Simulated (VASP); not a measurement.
# Be4AlFe (F-43m) in VASP: notebook

Be4AlFe is run at these levels: LDA; tasks: single point.

Program: VASP 6.6.1. These are calculated values, not measurements. Logs are shortened: lines on timing, memory, paths and dates and some standing lists are left out, and cuts for length are marked.

## Step 1: The cell of the first run

It takes space group F-43m (No. 216, cubic). Conventional cell: a = 5.971 Å, b = 5.971 Å, c = 5.971 Å, α = 90.00°, β = 90.00°, γ = 90.00°. Be (site symmetry 3m) has 6 Be at 2.08 to 2.14 Å and 3 Fe at 2.47 Å and 3 Al at 2.48 Å within 2.8 Å. Within 3.3 Å of Al (site symmetry -43m) lie 12 Be at 2.48 Å and 4 Fe at 2.59 Å. Within 3.3 Å of Fe (site symmetry -43m) lie 12 Be at 2.47 Å and 4 Al at 2.59 Å.

## Step 2: Single point, LDA, collinear spin, ferromagnetic start

INCAR

```
SYSTEM = Be4AlFe
PREC = Accurate
ENCUT = 520
EDIFF = 1E-6
ISMEAR = -1
SIGMA = 0.1
LREAL = .FALSE.
LASPH = .TRUE.
NELM = 150
ALGO = Normal
ISIF = 2
LWAVE = .FALSE.
LCHARG = .FALSE.
ISPIN = 2
MAGMOM = 0 0 0 0 0 3.5
LORBIT = 11
LMAXMIX = 4
NBANDS = 22
```

KPOINTS

```
regular mesh
0
G
  7 7 7
  0 0 0
```

POSCAR

```
Be4AlFe
1.0
    0.0000000000      2.9852800000      2.9852800000
    2.9852800000      0.0000000000      2.9852800000
    2.9852800000      2.9852800000      0.0000000000
Be Al Fe
4 1 1
Direct
    0.8769100000      0.8769100000      0.3692800000
    0.8769100000      0.3692800000      0.8769100000
    0.3692800000      0.8769100000      0.8769100000
    0.8769100000      0.8769100000      0.8769100000
    0.5000000000      0.5000000000      0.5000000000
    0.2500000000      0.2500000000      0.2500000000
```

Potentials or basis: VASP PAW LDA potentials, release 64 (Be, Al, Fe).

Started as:

```bash
> cat potpaw_LDA.64/Be/POTCAR potpaw_LDA.64/Al/POTCAR potpaw_LDA.64/Fe/POTCAR > POTCAR
> mpirun -np 1 vasp_std > vasp.out
```

OUTCAR:

```text
SYSTEM = Be4AlFe
   PREC = Accurate
   ENCUT = 520
   EDIFF = 1E-6
   ISMEAR = -1
   LREAL = .FALSE.
   LASPH = .TRUE.
   NELM = 150
   ISIF = 2
   ISPIN = 2
   LORBIT = 11

 ion  position               nearest neighbor table
   1  0.877  0.877  0.369-   2 2.08   3 2.08   4 2.08   4 2.14   2 2.14   3 2.14   6 2.47   6 2.47
                             6 2.47   5 2.48   5 2.48   5 2.48
   2  0.877  0.369  0.877-   1 2.08   3 2.08   4 2.08   1 2.14   4 2.14   3 2.14   6 2.47   6 2.47
                             6 2.47   5 2.48   5 2.48   5 2.48
   3  0.369  0.877  0.877-   1 2.08   2 2.08   4 2.08   4 2.14   1 2.14   2 2.14   6 2.47   6 2.47
                             6 2.47   5 2.48   5 2.48   5 2.48
   4  0.877  0.877  0.877-   1 2.08   2 2.08   3 2.08   1 2.14   2 2.14   3 2.14   6 2.47   6 2.47
                             6 2.47   5 2.48   5 2.48   5 2.48
   5  0.500  0.500  0.500-   2 2.48   3 2.48   1 2.48   3 2.48   1 2.48   2 2.48   4 2.48   4 2.48
                             4 2.48   1 2.48   2 2.48   3 2.48   6 2.59   6 2.59   6 2.59   6 2.59
   6  0.250  0.250  0.250-   1 2.47   2 2.47   3 2.47   4 2.47   4 2.47   4 2.47   2 2.47   3 2.47
                             1 2.47   1 2.47   3 2.47   2 2.47   5 2.59   5 2.59   5 2.59   5 2.59

  LATTYP: Found a face centered cubic cell.
 ALAT       =     5.9705600000

  Lattice vectors:

 A1 = (   0.0000000000,   2.9852800000,   2.9852800000)
 A2 = (   2.9852800000,   0.0000000000,   2.9852800000)
 A3 = (   2.9852800000,   2.9852800000,   0.0000000000)

Analysis of symmetry for initial positions (statically):
=====================================================================
 Subroutine PRICEL returns:
 Original cell was already a primitive cell.

 Routine SETGRP: Setting up the symmetry group for a
 face centered cubic supercell.

 Subroutine GETGRP returns: Found  6 space group operations
 (whereof  6 operations were pure point group operations)
 out of a pool of 48 trial point group operations.

The static configuration has the point symmetry C_3v.

Analysis of symmetry for dynamics (positions and initial velocities):
=====================================================================
 Subroutine PRICEL returns:
 Original cell was already a primitive cell.

 Routine SETGRP: Setting up the symmetry group for a
 face centered cubic supercell.

 Subroutine GETGRP returns: Found  6 space group operations
 (whereof  6 operations were pure point group operations)
 out of a pool of 48 trial point group operations.

The dynamic configuration has the point symmetry C_3v.

Analysis of structural, dynamic, and magnetic symmetry:
=====================================================================
 Subroutine PRICEL returns:
 Original cell was already a primitive cell.

 Routine SETGRP: Setting up the symmetry group for a
 face centered cubic supercell.

 Subroutine GETGRP returns: Found  6 space group operations
 (whereof  6 operations were pure point group operations)
 out of a pool of 48 trial point group operations.

The overall configuration has the point symmetry C_3v.

 Subroutine INISYM returns: Found  6 space group operations
 (whereof  6 operations are pure point group operations),
 and found     1 'primitive' translations

----------------------------------------------------------------------------------------

                                     Primitive cell

  volume of cell :      53.2090

  direct lattice vectors                    reciprocal lattice vectors
     0.000000000  2.985280000  2.985280000    -0.167488477  0.167488477  0.167488477
     2.985280000  0.000000000  2.985280000     0.167488477 -0.167488477  0.167488477
     2.985280000  2.985280000  0.000000000     0.167488477  0.167488477 -0.167488477

  length of vectors
     4.221823463  4.221823463  4.221823463     0.290098551  0.290098551  0.290098551

  position of ions in fractional coordinates (direct lattice)
     0.876910000  0.876910000  0.369280000
     0.876910000  0.369280000  0.876910000
     0.369280000  0.876910000  0.876910000
     0.876910000  0.876910000  0.876910000
     0.500000000  0.500000000  0.500000000
     0.250000000  0.250000000  0.250000000

  ion indices of the primitive-cell ions
   primitive index   ion index
                 1           1
                 2           2
                 3           3
                 4           4
                 5           5
                 6           6

----------------------------------------------------------------------------------------

 KPOINTS: regular mesh

Automatic generation of k-mesh.
 Grid dimensions read from file:
 generate k-points for:    7    7    7

 Generating k-lattice:

  Cartesian coordinates                     Fractional coordinates (reciprocal lattice)
    -0.023926925  0.023926925  0.023926925     0.142857143  0.000000000  0.000000000
     0.023926925 -0.023926925  0.023926925     0.000000000  0.142857143  0.000000000
     0.023926925  0.023926925 -0.023926925     0.000000000  0.000000000  0.142857143

  Length of vectors
     0.041442650  0.041442650  0.041442650

  Shift w.r.t. Gamma in fractional coordinates (k-lattice)
     0.000000000  0.000000000  0.000000000

 Subroutine IBZKPT returns following result:
 ===========================================

 Found     44 irreducible k-points:

 Following reciprocal coordinates:
            Coordinates               Weight
  0.000000  0.000000  0.000000      1.000000
  0.142857  0.000000  0.000000      6.000000
  0.142857  0.142857  0.142857      2.000000
  0.285714  0.000000  0.000000      6.000000
  0.285714  0.285714  0.285714      2.000000
  0.428571  0.000000  0.000000      6.000000
[... 16 lines left out ...]
  0.285714  0.285714  0.000000      6.000000
  0.428571  0.285714  0.000000     12.000000
 [... further k-points ...]
   k-points           NKPTS =     44   k-points in BZ     NKDIM =     44   number of bands    NBANDS=     22
   number of dos      NEDOS =    301   number of ions     NIONS =      6
   total plane-waves  NPLWV =  32768
   dimension x,y,z NGX =    32 NGY =   32 NGZ =   32
   dimension x,y,z NGXF=    64 NGYF=   64 NGZF=   64
   ions per type =               4   1   1
   NGX,Y,Z   is equivalent  to a cutoff of  12.60, 12.60, 12.60 a.u.
   NGXF,Y,Z  is equivalent  to a cutoff of  25.20, 25.20, 25.20 a.u.
 SYSTEM =  Be4AlFe
   PREC   = accura    normal or accurate (medium, high low for compatibility)
   ISTART =      0    job   : 0-new  1-cont  2-samecut
   ICHARG =      2    charge: 1-file 2-atom 10-const
   ISPIN  =      2    spin polarized calculation?
   LNONCOLLINEAR =      F non collinear calculations
   LSORBIT =      F    spin-orbit coupling
   LASPH  =      T    aspherical Exc in radial PAW
   ENCUT  =  520.0 eV  38.22 Ry    6.18 a.u.   7.85  7.85  7.85*2*pi/ulx,y,z
   NELM   =    150;   NELMIN=  2; NELMDL= -5     # of ELM steps
   EDIFF  = 0.1E-05   stopping-criterion for ELM
   LREAL  =      F    real-space projection
   EDIFFG = 0.1E-04   stopping-criterion for IOM
   NSW    =      0    number of steps for IOM
   IBRION =     -1    ionic relax: 0-MD 1-quasi-New 2-CG
   NFREE  =      0    steps in history (QN), initial steepest desc. (CG)
   ISIF   =      2    stress and relaxation
   ISYM   =      2    0-nonsym 1-usesym 2-fastsym
   POTIM  = 0.5000    time-step for ionic-motion
   TEBEG  =    0.0;   TEEND  =   0.0 temperature during run
   PSTRESS=    0.0 pullay stress
   NELECT =      19.0000    total number of electrons
   NUPDOWN=      -1.0000    fix difference up-down
   EMIN   =  10.00;   EMAX   =-10.00  energy-range for DOS
   EFERMI =   0.00;   METHOD = LEGACY
   ISMEAR =    -1;   SIGMA  =   0.10  broadening in eV -4-tet -1-fermi 0-gaus
   EFERMI_NEDOS =   21; number of points for ismear=-14 and -15
   IALGO  =     38    algorithm
   IMIX   =      4    mixing-type and parameters
     AMIX     =   0.40;   BMIX     =  1.00
     AMIX_MAG =   1.60;   BMIX_MAG =  1.00
  volume/ion in A,a.u.               =       8.87        59.85
  Fermi-wavevector in a.u.,A,eV,Ry     =   1.161442  2.194808 18.353554  1.348948
  Thomas-Fermi vector in A             =   2.298014
   LORBIT       =     11    0 simple, 1 ext, 2 COOP (PROOUT), +10 PAW based schemes
   GGA     = CA    functional components
   LHFCALC =     F    Hartree Fock is set to
   AEXX    =    0.0000 exact exchange contribution
   IVDW    =     0    specifies the selected vdW correction
   LEPSILON=     F    determine dielectric tensor
   LRPA    =     F    only Hartree local field effects (RPA)
 spin polarized calculation
  energy-cutoff  :      520.00
  volume of cell :       53.21
 maximum number of plane-waves:      1459
   NGX = 15   NGY = 15   NGZ = 15

 number of electron      18.9999992 magnetization      -0.0016537

 number of electron      18.9999992 magnetization       0.0013628

 Free energy of the ion-electron system (eV)
  ---------------------------------------------------
  ext. energy  EPLUGINS =         0.00000000
  ---------------------------------------------------
  free energy    TOTEN  =       -31.94235135 eV

  energy without entropy =      -31.81980738  energy(sigma->0) =      -31.88107937

 E-fermi :   6.8881     XC(G=0): -11.5431

 val. band max:        6.8799161631   @ k =  -0.1429   0.1429   0.0000
 cond. band min:       6.8964710114   @ k =  -0.2857   0.1429   0.0000
 fundamental gap:      0.0165548483
 Fermi energy:         6.8881476199

 spin component 1

 k-point     1 :       0.0000    0.0000    0.0000
  band No.  band energies     occupation
      1      -3.5377      1.00000
      2       3.7223      1.00000
      3       3.8610      1.00000
      4       3.8610      1.00000
      5       3.8611      1.00000
      6       5.1566      1.00000
[... 13 lines left out ...]
     20      16.8830      0.00000
     21      22.0775      0.00000

 k-point     2 :       0.1429    0.0000    0.0000
  band No.  band energies     occupation
      1      -3.3236      1.00000
      2       2.9251      1.00000
      3       3.8953      1.00000
      4       3.8953      1.00000
      5       3.9343      1.00000
      6       5.1487      1.00000
[... 520 lines left out ...]
 k-point    24 :       0.4286    0.2857    0.0000
  band No.  band energies     occupation
      1      -1.6461      1.00000
      2       1.3792      1.00000
      3       1.8734      1.00000
      4       3.2537      1.00000
      5       3.4732      1.00000
      6       4.9791      1.00000
[... 13 lines left out ...]
     20      17.1903      0.00000
     21      18.9228      0.00000

 [... further k-points ...]

 spin component 2

 k-point     1 :       0.0000    0.0000    0.0000
  band No.  band energies     occupation
      1      -3.5376      1.00000
      2       3.7224      1.00000
      3       3.8614      1.00000
      4       3.8614      1.00000
      5       3.8614      1.00000
      6       5.1572      1.00000
[... 13 lines left out ...]
     20      16.8833      0.00000
     21      22.0775      0.00000

 k-point     2 :       0.1429    0.0000    0.0000
  band No.  band energies     occupation
      1      -3.3235      1.00000
      2       2.9253      1.00000
      3       3.8956      1.00000
      4       3.8956      1.00000
      5       3.9345      1.00000
      6       5.1493      1.00000
[... 520 lines left out ...]
 k-point    24 :       0.4286    0.2857    0.0000
  band No.  band energies     occupation
      1      -1.6461      1.00000
      2       1.3793      1.00000
      3       1.8736      1.00000
      4       3.2538      1.00000
      5       3.4734      1.00000
      6       4.9794      1.00000
[... 13 lines left out ...]
     20      17.1904      0.00000
     21      18.9230      0.00000

 [... further k-points ...]

 [bands above 21 left out]

------------------------ aborting loop because EDIFF is reached ----------------------------------------

  FORCE on cell =-STRESS in cart. coord.  units (eV):
  Direction    XX          YY          ZZ          XY          YZ          ZX
  --------------------------------------------------------------------------------------
  -------------------------------------------------------------------------------------
  Total       -2.0674812     -2.0674812     -2.0674812      0.0000159      0.0000159      0.0000159
  in kB      -62.2539537    -62.2539537    -62.2539537      0.0004799      0.0004799      0.0004799
  external PRESSURE =     -62.2539537 kB  Pullay stress =       0.0000000 kB

 VOLUME and BASIS-vectors are now :
 -----------------------------------------------------------------------------
  energy-cutoff  :      520.00
  volume of cell :       53.21
      direct lattice vectors                 reciprocal lattice vectors
     0.000000000  2.985280000  2.985280000    -0.167488477  0.167488477  0.167488477
     2.985280000  0.000000000  2.985280000     0.167488477 -0.167488477  0.167488477
     2.985280000  2.985280000  0.000000000     0.167488477  0.167488477 -0.167488477

 POSITION                                       TOTAL-FORCE (eV/Angst)
 -----------------------------------------------------------------------------------
      3.72023      3.72023      5.23564        -0.011896     -0.011896      0.011813
      3.72023      5.23564      3.72023        -0.011896      0.011813     -0.011896
      5.23564      3.72023      3.72023         0.011813     -0.011896     -0.011896
      5.23564      5.23564      5.23564         0.011807      0.011807      0.011807
      2.98528      2.98528      2.98528         0.000097      0.000097      0.000097
      1.49264      1.49264      1.49264         0.000074      0.000074      0.000074
 -----------------------------------------------------------------------------------
    total drift:                               -0.000001     -0.000001     -0.000001

  FREE ENERGIE OF THE ION-ELECTRON SYSTEM (eV)
  ---------------------------------------------------
  free  energy   TOTEN  =       -31.9423513544 eV

  energy  without entropy=      -31.8198073773  energy(sigma->0) =      -31.88107937

 total charge

# of ion       s       p       d       tot
------------------------------------------
    1        0.434   0.814   0.000   1.248
    2        0.434   0.814   0.000   1.248
    3        0.434   0.814   0.000   1.248
    4        0.434   0.814   0.000   1.248
    5        0.372   0.448   0.000   0.820
    6        0.421   0.553   6.444   7.418
--------------------------------------------------
tot          2.529   4.258   6.444  13.231

 magnetization (x)

# of ion       s       p       d       tot
------------------------------------------
    1       -0.000   0.000   0.000   0.000
    2       -0.000   0.000   0.000   0.000
    3       -0.000   0.000   0.000   0.000
    4       -0.000   0.000   0.000   0.000
    5       -0.000   0.000   0.000  -0.000
    6        0.000   0.000   0.001   0.001
--------------------------------------------------
tot         -0.000   0.000   0.001   0.001
```

Run time: 86 s. Hardware: 1 thread of Intel Xeon Platinum 8375C at 2.90GHz (Ice Lake), shared host; peak memory 0.22 GiB.

Results:

| Item | Value |
| --- | --- |
| Free energy | -31.9424 eV |
| Pressure | -6.2 GPa |
| Largest force | 0.021 eV/Å |
| Net moment | 0.00 μB per cell |
| Valence electrons inside the program's atomic spheres | Be 1.25; Al 0.82; Fe 7.42 |

Forces in eV/Å, atoms in the order of the input:
```
Be  -0.012 -0.012  0.012
Be  -0.012  0.012 -0.012
Be   0.012 -0.012 -0.012
Be   0.012  0.012  0.012
Al   0.000  0.000  0.000
Fe   0.000  0.000  0.000
```

Levels at points of the mesh, in eV from the Fermi level:
Spin up:
| k point | band 7 | band 8 | band 9 | band 10 | band 11 | band 12 | band 13 | band 14 |
| --- | --- | --- | --- | --- | --- | --- | --- | --- |
| (0.00, 0.00, 0.00) | -1.73 | 0.30 | 0.30 | 0.30 | 3.18 | 3.67 | 3.67 | 3.67 |
Spin down:
| k point | band 6 | band 7 | band 8 | band 9 | band 10 | band 11 | band 12 | band 13 | band 14 | band 15 |
| --- | --- | --- | --- | --- | --- | --- | --- | --- | --- | --- |
| (0.00, 0.00, 0.00) | -1.73 | -1.73 | 0.30 | 0.30 | 0.30 | 3.18 | 3.67 | 3.67 | 3.67 | 4.31 |

Caveat: the cell stands under tension.

## Step 3: Single point, LDA, collinear spin, ferromagnetic start

INCAR

```
PREC = Accurate
ENCUT = 520
EDIFF = 1E-7
ISMEAR = -1
SIGMA = 0.1
LREAL = F
LASPH = T
NELM = 150
ALGO = Normal
ISIF = 2
LWAVE = F
LCHARG = F
ISPIN = 2
MAGMOM = 0 0 0 0 0 3.5
LORBIT = 11
LMAXMIX = 4
NBANDS = 22
```

KPOINTS

```
regular mesh
0
Gamma
  7 7 7
```

POSCAR is that of step 2.

Potentials or basis: VASP PAW LDA potentials, release 64 (Be, Al, Fe).

Started as:

```bash
> cat potpaw_LDA.64/Be/POTCAR potpaw_LDA.64/Al/POTCAR potpaw_LDA.64/Fe/POTCAR > POTCAR
> mpirun -np 1 vasp_std > vasp.out
```

It took 97 s on 1 thread of Intel Xeon Platinum 8375C at 2.90GHz (Ice Lake), shared host; peak memory 0.22 GiB.

Results (log left out):

- Free energy: -31.9424 eV
- Pressure: -6.3 GPa
- Largest force: 0.020 eV/Å
- Net moment: 0.00 μB per cell
- Valence electrons inside the program's atomic spheres: Be 1.25; Al 0.82; Fe 7.42

Forces in eV/Å, atoms in the order of the input:
```
Be  -0.012 -0.012  0.012
Be  -0.012  0.012 -0.012
Be   0.012 -0.012 -0.012
Be   0.012  0.012  0.012
Al   0.000  0.000  0.000
Fe   0.000  0.000  0.000
```

Levels at points of the mesh, in eV from the Fermi level:
Spin up:
```tsv
k point	band 8	band 9	band 10	band 11	band 12	band 13
(0.00, 0.00, 0.00)	0.30	0.30	0.30	3.18	3.67	3.67
```
Spin down:
| k point | band 8 | band 9 | band 10 | band 11 | band 12 | band 13 |
| --- | --- | --- | --- | --- | --- | --- |
| (0.00, 0.00, 0.00) | 0.30 | 0.30 | 0.30 | 3.18 | 3.67 | 3.67 |

Caveat: the cell stands under tension.
